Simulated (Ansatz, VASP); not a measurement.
**Two plane-wave programs on Y2AlN3**

```xyz
12
Lattice="5.5968 -3.2209 0.0000 5.5968 3.2209 0.0000 0.0000 0.0000 5.9830" Properties=species:S:1:pos:R:3 pbc="T T T"
Al    5.5968    1.0261    5.9188
Al    5.5968   -1.0261    2.9273
Y     7.4100   -2.1030    5.9069
Y     3.7835   -2.1030    5.9069
Y     3.7835    2.1030    2.9153
Y     7.4100    2.1030    2.9153
N     7.2943   -2.0542    2.3026
N     3.8993   -2.0542    2.3026
N     3.8993    2.0542    5.2941
N     7.2943    2.0542    5.2941
N     5.5968    0.8557    2.0252
N     5.5968   -0.8557    5.0167
```

Alike in both runs: task single point; functional PBEsol; k mesh 4 × 4 × 4; occupations gaussian, width 0.1 eV; no spin polarisation.

|  | VASP | Ansatz |
| --- | --- | --- |
| version | VASP 6.6.1 | Ansatz 0.2.0 |
| potentials or method | VASP PAW PBE potentials, release 64 (Al, Y_sv, N), cutoff 520 eV | scalar-relativistic, plane waves, PAW |
| valence electrons in the cell | 80 | 80 |

|  | VASP | Ansatz | Ansatz less VASP |
| --- | --- | --- | --- |
| gap on the k mesh at the Fermi level (eV) | 2.00 | 2.01 | +0.006 |
| least direct gap on the mesh (eV) | 2.25 | 2.25 | +0.001 |
| pressure (GPa) | -18.1 | -18.0 | +0.07 |
| traceless stress, the component that is largest in VASP (GPa) | -2.84 | -2.84 | 0.000 |
| rms of the force components (eV/Å) | 0.130 | 0.130 | -0.0003 |

VASP's potentials were made for PBE, not for PBEsol. Atom by atom the forces differ by 0.001 eV/Å (rms over components).
